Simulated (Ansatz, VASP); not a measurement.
# Be: VASP beside Ansatz

INCAR

```
SYSTEM = Be
PREC = Accurate
ENCUT = 520
EDIFF = 1E-7
ISMEAR = -5
SIGMA = 0.05
LREAL = .False.
LASPH = .True.
NELM = 100
ALGO = Normal
ISIF = 2
LWAVE = .False.
LCHARG = .False.
GGA = PE
ALDAC = 0.0
AGGAC = 0.0
NBANDS = 7
```

Contents of KPOINTS:

```
Automatic mesh
0
Gamma
  15 15 15
  0 0 0
```

File POSCAR:

```
Be
1.0
   -1.2531209513      1.2531209513      1.2531209513
    1.2531209513     -1.2531209513      1.2531209513
    1.2531209513      1.2531209513     -1.2531209513
Be
1
Direct
    0.0000000000      0.0000000000      0.0000000000
```

The input input.yaml:

```yaml
crystal:
  lattice:
    - [-1.2531209513, 1.2531209513, 1.2531209513]
    - [1.2531209513, -1.2531209513, 1.2531209513]
    - [1.2531209513, 1.2531209513, -1.2531209513]
  atoms:
    - { symbol: Be, position: [0.0, 0.0, 0.0] }
hamiltonian:
  xc: { exchange: pbe, correlation: none }
  pseudopotentials: { kind: paw }
kpoints:
  mp_grid: { grid: [15, 15, 15] }
  band_path:
    path:
      - [[0.0, 0.0, 0.0], [0.5, -0.5, 0.5], [0.0, 0.0, 0.5], [0.0, 0.0, 0.0], [0.25, 0.25, 0.25], [0.5, -0.5, 0.5]]
      - [[0.25, 0.25, 0.25], [0.0, 0.0, 0.5]]
    npoints: 14
scf:
  occupations: { method: tetrahedron }
  n_extra_bands: 6
output:
  forces: true
  stress: true
  fatbands: false
```

Alike in both runs: functional PBE exchange alone; k mesh 15 × 15 × 15; occupations tetrahedron; no spin polarisation.

|  | VASP | Ansatz |
| --- | --- | --- |
| version | VASP 6.6.1 | Ansatz 0.2.0 |
| potentials or method | VASP PAW PBE potentials, release 64 (Be) | Ansatz PAW |
| plane-wave cutoff (eV) | 520 | 420 |
| valence electrons in the cell | 2 | 2 |
| task | single point | band structure |

```csv
,VASP,Ansatz,Ansatz less VASP
gap on the k mesh at the Fermi level (eV),none,none,-
pressure (GPa),8.4,8.4,-0.01
```

VASP's potentials were made for PBE, not for PBE exchange alone. A gap of «none» marks a metal or a gap that the smearing closes.
